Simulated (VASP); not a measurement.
# C in VASP: single point with LDA

Aim: the single point of C with LDA.

Everything below comes from runs of VASP 6.6.1. Logs are shortened: lines on timing, memory, paths and dates and some standing lists are left out, and cuts for length are marked.

## Step 1: The cell of the first run

The cell holds a slab with vacuum, 2 atoms: a = 2.445 Å, b = 2.445 Å, c = 20.654 Å, α = 90.00°, β = 90.00°, γ = 120.00°.

## Step 2: Single point, LDA

INCAR reads:

```
SYSTEM = C
ALGO     = Normal         ! electronic algorithm
DIPOL    = 0.5 0.5 0.625
EDIFF    = 1E-6           ! SCF threshold, eV
ENCUT    = 520            ! plane-wave cutoff, eV
GGA      = CA             ! functional
GGA_COMPAT= .FALSE.      
IDIPOL   = 3            
ISIF     = 2              ! what is computed and relaxed
ISMEAR   = 0              ! smearing method
LASPH    = .TRUE.         ! aspherical terms in the spheres
LCHARG   = .FALSE.        ! write CHGCAR
LDIPOL   = .TRUE.       
LREAL    = .FALSE.        ! projectors in reciprocal space
LWAVE    = .FALSE.        ! write WAVECAR
NBANDS   = 11             ! bands
NELM     = 120            ! most SCF steps
NELMDL   = -8           
PREC     = Accurate       ! precision mode
SIGMA    = 0.04           ! smearing width, eV
```

KPOINTS reads:

```
k-points
0
G
  15 15 1
  0 0 0
```

POSCAR reads:

```
C
1.0
    2.4447261156      0.0000000000      0.0000000000
   -1.2223630578      2.1171949214      0.0000000000
    0.0000000000      0.0000000000     20.6537592358
C
2
Direct
    1.0000000000      0.0000000000      0.6246838017
    0.3333333333      0.6666666667      0.6251862296
```

Potentials or basis: VASP PAW LDA potentials, release 64 (C).

Launch:

```bash
$ cat potpaw_LDA.64/C/POTCAR > POTCAR
$ mpirun -np 1 vasp_std > vasp.out
```

OUTCAR:

```text
SYSTEM = C
   EDIFF = 1E-6
   ENCUT = 520
   GGA = CA
   ISIF = 2
   ISMEAR = 0
   LASPH = .TRUE.
   LREAL = .FALSE.
   NELM = 120
   NELMDL = -8
   PREC = Accurate

 ion  position               nearest neighbor table
   1  0.000  0.000  0.625-   2 1.41   2 1.41   2 1.41
   2  0.333  0.667  0.625-   1 1.41   1 1.41   1 1.41

  LATTYP: Found a hexagonal cell.
 ALAT       =     2.4447261156
 C/A-ratio  =     8.4482916528

  Lattice vectors:

 A1 = (   2.4447261156,   0.0000000000,   0.0000000000)
 A2 = (  -1.2223630578,   2.1171949214,   0.0000000000)
 A3 = (   0.0000000000,   0.0000000000,  20.6537592358)

Analysis of symmetry for initial positions (statically):
=====================================================================
 Subroutine PRICEL returns:
 Original cell was already a primitive cell.

 Routine SETGRP: Setting up the symmetry group for a
 hexagonal supercell.

 Subroutine GETGRP returns: Found 12 space group operations
 (whereof  6 operations were pure point group operations)
 out of a pool of 24 trial point group operations.

The static configuration has the point symmetry C_3v.
 The point group associated with its full space group is D_3d.

Analysis of symmetry for dynamics (positions and initial velocities):
=====================================================================
 Subroutine PRICEL returns:
 Original cell was already a primitive cell.

 Routine SETGRP: Setting up the symmetry group for a
 hexagonal supercell.

 Subroutine GETGRP returns: Found 12 space group operations
 (whereof  6 operations were pure point group operations)
 out of a pool of 24 trial point group operations.

The dynamic configuration has the point symmetry C_3v.
 The point group associated with its full space group is D_3d.

 Subroutine INISYM returns: Found 12 space group operations
 (whereof  6 operations are pure point group operations),
 and found     1 'primitive' translations

----------------------------------------------------------------------------------------

                                     Primitive cell

  volume of cell :     106.9031

  direct lattice vectors                    reciprocal lattice vectors
     2.444726116  0.000000000  0.000000000     0.409043775  0.236161534  0.000000000
    -1.222363058  2.117194921  0.000000000     0.000000000  0.472323068  0.000000000
     0.000000000  0.000000000 20.653759236     0.000000000  0.000000000  0.048417336

  length of vectors
     2.444726116  2.444726116 20.653759236     0.472323068  0.472323068  0.048417336

  position of ions in fractional coordinates (direct lattice)
     0.000000000  0.000000000  0.624683802
     0.333333333  0.666666667  0.625186230

  ion indices of the primitive-cell ions
   primitive index   ion index
                 1           1
                 2           2

----------------------------------------------------------------------------------------

 KPOINTS: k-points

Automatic generation of k-mesh.
 Grid dimensions read from file:
 generate k-points for:   15   15    1

 Generating k-lattice:

  Cartesian coordinates                     Fractional coordinates (reciprocal lattice)
     0.027269585  0.015744102  0.000000000     0.066666667  0.000000000  0.000000000
     0.000000000  0.031488205  0.000000000     0.000000000  0.066666667  0.000000000
     0.000000000  0.000000000  0.048417336     0.000000000  0.000000000  1.000000000

  Length of vectors
     0.031488205  0.031488205  0.048417336

  Shift w.r.t. Gamma in fractional coordinates (k-lattice)
     0.000000000  0.000000000  0.000000000

 Subroutine IBZKPT returns following result:
 ===========================================

 Found     27 irreducible k-points:

 Following reciprocal coordinates:
            Coordinates               Weight
  0.000000  0.000000  0.000000      1.000000
  0.066667  0.000000  0.000000      6.000000
  0.133333 -0.000000  0.000000      6.000000
  0.200000  0.000000  0.000000      6.000000
  0.266667 -0.000000  0.000000      6.000000
  0.333333  0.000000  0.000000      6.000000
[... 16 lines left out ...]
  0.333333  0.200000  0.000000     12.000000
  0.400000  0.200000  0.000000      6.000000
 [... further k-points ...]
   k-points           NKPTS =     27   k-points in BZ     NKDIM =     27   number of bands    NBANDS=     11
   number of dos      NEDOS =    301   number of ions     NIONS =      2
   total plane-waves  NPLWV =  51840
   dimension x,y,z NGX =    18 NGY =   18 NGZ =  160
   dimension x,y,z NGXF=    36 NGYF=   36 NGZF=  320
   ions per type =               2
   NGX,Y,Z   is equivalent  to a cutoff of  12.24, 12.24, 12.88 a.u.
   NGXF,Y,Z  is equivalent  to a cutoff of  24.48, 24.48, 25.76 a.u.
 SYSTEM =  C
   PREC   = accura    normal or accurate (medium, high low for compatibility)
   ISTART =      0    job   : 0-new  1-cont  2-samecut
   ICHARG =      2    charge: 1-file 2-atom 10-const
   ISPIN  =      1    spin polarized calculation?
   LNONCOLLINEAR =      F non collinear calculations
   LSORBIT =      F    spin-orbit coupling
   LASPH  =      T    aspherical Exc in radial PAW
   ENCUT  =  520.0 eV  38.22 Ry    6.18 a.u.   4.55  4.55 38.40*2*pi/ulx,y,z
   NELM   =    120;   NELMIN=  2; NELMDL= -8     # of ELM steps
   EDIFF  = 0.1E-05   stopping-criterion for ELM
   LREAL  =      F    real-space projection
   EDIFFG = 0.1E-04   stopping-criterion for IOM
   NSW    =      0    number of steps for IOM
   IBRION =     -1    ionic relax: 0-MD 1-quasi-New 2-CG
   NFREE  =      0    steps in history (QN), initial steepest desc. (CG)
   ISIF   =      2    stress and relaxation
   ISYM   =      2    0-nonsym 1-usesym 2-fastsym
   POTIM  = 0.5000    time-step for ionic-motion
   TEBEG  =    0.0;   TEEND  =   0.0 temperature during run
   PSTRESS=    0.0 pullay stress
   NELECT =       8.0000    total number of electrons
   NUPDOWN=      -1.0000    fix difference up-down
   EMIN   =  10.00;   EMAX   =-10.00  energy-range for DOS
   EFERMI =   0.00;   METHOD = LEGACY
   ISMEAR =     0;   SIGMA  =   0.04  broadening in eV -4-tet -1-fermi 0-gaus
   EFERMI_NEDOS =   21; number of points for ismear=-14 and -15
   IALGO  =     38    algorithm
   IMIX   =      4    mixing-type and parameters
     AMIX     =   0.40;   BMIX     =  1.00
     AMIX_MAG =   1.60;   BMIX_MAG =  1.00
  volume/ion in A,a.u.               =      53.45       360.71
  Fermi-wavevector in a.u.,A,eV,Ry     =   0.689882  1.303688  6.475517  0.475937
  Thomas-Fermi vector in A             =   1.771093
   LORBIT       =      0    0 simple, 1 ext, 2 COOP (PROOUT), +10 PAW based schemes
   GGA     = CA    functional components
   LHFCALC =     F    Hartree Fock is set to
   AEXX    =    0.0000 exact exchange contribution
   IVDW    =     0    specifies the selected vdW correction
   LEPSILON=     F    determine dielectric tensor
   LRPA    =     F    only Hartree local field effects (RPA)
 non-spin polarized calculation
 Gauss-broadening in eV      SIGMA  =   0.04
  energy-cutoff  :      520.00
  volume of cell :      106.90
 maximum number of plane-waves:      2926
   NGX =  9   NGY =  9   NGZ = 77

 dipolmoment           0.000000      0.000000     -0.000001 electrons x Angstroem

 number of electron       7.9999998 magnetization

 dipolmoment           0.000000      0.000000      0.000000 electrons x Angstroem

 Free energy of the ion-electron system (eV)
  ---------------------------------------------------
  ext. energy  EPLUGINS =         0.00000000
  ---------------------------------------------------
  free energy    TOTEN  =       -20.17191709 eV

  energy without entropy =      -20.17151589  energy(sigma->0) =      -20.17171649

 E-fermi :  -2.9753     XC(G=0):  -2.1633

 val. band max:       -2.9753279395   @ k =   0.3333   0.3333   0.0000
 cond. band min:      -2.9753272241   @ k =   0.3333   0.3333   0.0000
 fundamental gap:      0.0000007154
 Fermi energy:        -2.9753275817

 k-point     1 :       0.0000    0.0000    0.0000
  band No.  band energies     occupation
      1     -22.4810      2.00000
      2     -10.7907      2.00000
      3      -6.0022      2.00000
      4      -6.0022      2.00000
      5       0.3530      0.00000
      6       1.3133      0.00000
      7       1.6104      0.00000
      8       2.4779      0.00000
      9       2.8422      0.00000
     10       4.4097      0.00000
     11       4.9980      0.00000

 k-point     2 :       0.0667    0.0000    0.0000
  band No.  band energies     occupation
      1     -22.3750      2.00000
      2     -10.6623      2.00000
      3      -6.4195      2.00000
      4      -6.2299      2.00000
      5       0.4968      0.00000
      6       1.4598      0.00000
      7       1.7592      0.00000
      8       2.6251      0.00000
      9       2.9893      0.00000
     10       4.5556      0.00000
     11       5.1356      0.00000

 k-point     3 :       0.1333   -0.0000    0.0000
  band No.  band energies     occupation
      1     -22.0579      2.00000
      2     -10.2793      2.00000
      3      -7.5338      2.00000
      4      -6.8062      2.00000
      5       0.9283      0.00000
      6       1.8988      0.00000
      7       2.2055      0.00000
      8       3.0663      0.00000
      9       3.4305      0.00000
     10       4.9923      0.00000
     11       5.4653      0.00000
[... 267 lines left out ...]
 k-point    23 :       0.3333    0.2000    0.0000
  band No.  band energies     occupation
      1     -17.4958      2.00000
      2     -14.5737      2.00000
      3     -11.7618      2.00000
      4      -5.1769      2.00000
      5      -0.9168      0.00000
      6       7.3046      0.00000
      7       7.8234      0.00000
      8       8.1925      0.00000
      9       8.8989      0.00000
     10       9.2572      0.00000
     11      10.0388      0.00000

 k-point    24 :       0.4000    0.2000    0.0000
  band No.  band energies     occupation
      1     -16.4945      2.00000
      2     -15.6880      2.00000
      3     -11.8908      2.00000
      4      -4.5046      2.00000
      5      -1.6791      0.00000
      6       8.1257      0.00000
      7       8.2492      0.00000
      8       9.0762      0.00000
      9       9.2383      0.00000
     10      10.5350      0.00000
     11      10.9683      0.00000

 [... further k-points ...]

------------------------ aborting loop because EDIFF is reached ----------------------------------------

 vacuum level on the upper side and lower side of the slab       (xc-potential included)        -0.171        -0.171

  FORCE on cell =-STRESS in cart. coord.  units (eV):
  Direction    XX          YY          ZZ          XY          YZ          ZX
  --------------------------------------------------------------------------------------
  -------------------------------------------------------------------------------------
  Total        0.1382093      0.1382093     -0.0159895      0.0000000      0.0000000      0.0000000
  in kB        2.0713693      2.0713693     -0.2396379      0.0000000      0.0000000      0.0000000
  external PRESSURE =       1.3010336 kB  Pullay stress =       0.0000000 kB

 VOLUME and BASIS-vectors are now :
 -----------------------------------------------------------------------------
  energy-cutoff  :      520.00
  volume of cell :      106.90
      direct lattice vectors                 reciprocal lattice vectors
     2.444726116  0.000000000  0.000000000     0.409043775  0.236161534  0.000000000
    -1.222363058  2.117194921  0.000000000     0.000000000  0.472323068  0.000000000
     0.000000000  0.000000000 20.653759236     0.000000000  0.000000000  0.048417336

 POSITION                                       TOTAL-FORCE (eV/Angst)
 -----------------------------------------------------------------------------------
      0.00000      0.00000     12.90207        -0.000000      0.000000      0.183572
     -0.00000      1.41146     12.91245         0.000000     -0.000000     -0.183572
 -----------------------------------------------------------------------------------
    total drift:                                0.000000     -0.000000     -0.000001

  FREE ENERGIE OF THE ION-ELECTRON SYSTEM (eV)
  ---------------------------------------------------
  free  energy   TOTEN  =       -20.1719170886 eV

  energy  without entropy=      -20.1715158871  energy(sigma->0) =      -20.17171649

 vacuum level on the upper side and lower side of the slab         1.382         1.382
```

Wall time 21 s (1 thread of Intel Xeon 6975P-C (Granite Rapids), shared host); peak memory 0.18 GiB.

Results:

| Quantity | Value |
| --- | --- |
| Free energy | -20.1719 eV |
| Largest force | 0.184 eV/Å |
| Band gap on the k mesh | zero (filled and empty bands touch) |

Forces on the atoms (eV/Å):
```
C    0.000  0.000  0.184
C    0.000  0.000 -0.184
```
